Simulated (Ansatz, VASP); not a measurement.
# One calculation of Rh, two programs

Contents of INCAR:

```
PREC = Accurate
ENCUT = 520
EDIFF = 1E-6
ISMEAR = 0
SIGMA = 0.15
LREAL = F
LASPH = T
NELM = 80
ALGO = Fast
ISIF = 2
LWAVE = F
LCHARG = T
GGA = PE
LELF = T
LVHAR = T
NBANDS = 22
```

KPOINTS

```
regular mesh
0
Gamma
  18 18 10
```

File POSCAR:

```
Rh
1.0
    2.6431000000      0.0000000000      0.0000000000
   -1.3215500000      2.2889917447      0.0000000000
    0.0000000000      0.0000000000      4.7359000000
Rh
2
Direct
    0.6666666667      0.3333333333      0.7500000000
    0.3333333333      0.6666666667      0.2500000000
```

Input for Ansatz:

```yaml
crystal:
  lattice:
    - [2.6431, 0.0, 0.0]
    - [-1.32155, 2.2889917447, 0.0]
    - [0.0, 0.0, 4.7359]
  atoms:
    - { symbol: Rh, position: [0.6666666667, 0.3333333333, 0.75] }
    - { symbol: Rh, position: [0.3333333333, 0.6666666667, 0.25] }
basis:
  ecutwfc: 420
kpoints:
  mp_grid: { grid: [18, 18, 10] }
hamiltonian:
  xc: pbe
  pseudopotentials: { kind: paw, azcp: { folder: soft_1 } }
scf:
  occupations: { method: gaussian, width: 0.15 }
output:
  forces: true
  stress: true
  eigenvalues: true
```

Alike in both runs: task single point; functional PBE; k mesh 18 × 18 × 10; occupations gaussian, width 0.15 eV; no spin polarisation.

```csv
,VASP,Ansatz
version,VASP 6.6.1,Ansatz 0.2.0
potentials or method,"VASP PAW PBE potentials, release 64 (Rh_pv), cutoff 520 eV","scalar-relativistic, plane waves, PAW"
valence electrons in the cell,30,34
```

VASP gave:

* gap on the k mesh at the Fermi level (eV): none
* pressure (GPa): -1.1
* traceless stress, the component that is largest in VASP (GPa): -17.44

Question: What did Ansatz give for the same quantities?

Answer: gap on the k mesh at the Fermi level (eV): none; pressure (GPa): -1.1; traceless stress, the component that is largest in VASP (GPa): -17.45.

A gap of «none» marks a metal or a gap that the smearing closes. With one functional, cell and mesh, what is left measures potentials, basis and numerics. VASP's potentials hold 30 valence electrons a cell and Ansatz's 34, so a difference there can come from the potentials and not from the codes.
